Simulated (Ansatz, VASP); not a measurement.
TiB2: VASP beside Ansatz

The input INCAR:

```
SYSTEM = TiB2
ALGO = Normal
EDIFF = 1E-6
ENCUT = 520
ISIF = 2
ISMEAR = -1
LASPH = .TRUE.
LCHARG = .FALSE.
LREAL = .FALSE.
LWAVE = .FALSE.
NBANDS = 16
NELM = 80
PREC = Accurate
SIGMA = 0.05
```

File KPOINTS:

```
k-points
0
G
  10 10 8
  0 0 0
```

File POSCAR:

```
TiB2
1.0
    3.0088691861      0.0000000000      0.0000000000
   -1.5044345930      2.6057571518      0.0000000000
    0.0000000000      0.0000000000      3.2067322330
Ti B
1 2
Direct
    0.0000000000      0.0000000000      0.0000000000
    0.6666666667      0.3333333333      0.5000000000
    0.3333333333      0.6666666667      0.5000000000
```

input.yaml

```yaml
crystal:
  lattice:
    - [3.0088691861, 0.0, 0.0]
    - [-1.504434593, 2.6057571518, 0.0]
    - [0.0, 0.0, 3.206732233]
  atoms:
    - { symbol: Ti, position: [0.0, 0.0, 0.0] }
    - { symbol: B, position: [0.6666666667, 0.3333333333, 0.5] }
    - { symbol: B, position: [0.3333333333, 0.6666666667, 0.5] }
kpoints:
  mp_grid: { grid: [10, 10, 8] }
scf:
  occupations: { method: fermi_dirac, width: 0.05 }
hamiltonian:
  xc: lda
  pseudopotentials: { kind: all_electron, lapw: { basis_error: 0.002 } }
output:
  forces: true
  stress: true
  eigenvalues: true
```

Change from the starting cell: volume scaled by 0.98.

Alike in both runs: task single point; functional LDA; k mesh 10 × 10 × 8; occupations fermi-dirac, width 0.05 eV; no spin polarisation.

|  | VASP | Ansatz |
| --- | --- | --- |
| version | VASP 6.6.1 | Ansatz 0.2.0 |
| potentials or method | VASP PAW LDA potentials, release 64 (Ti_sv, B), cutoff 520 eV | all-electron LAPW, scalar-relativistic |

|  | VASP | Ansatz | Ansatz less VASP |
| --- | --- | --- | --- |
| gap on the k mesh at the Fermi level (eV) | none | none | - |
| pressure (GPa) | -5.7 | -6.2 | -0.56 |
| traceless stress, the component that is largest in VASP (GPa) | -1.45 | -1.42 | +0.037 |

LDA's correlation is that of Perdew and Zunger in VASP and of Perdew and Wang (1992) in Ansatz. A gap of «none» marks a metal or a gap that the smearing closes. Ansatz ran all-electron here, and VASP with PAW potentials.
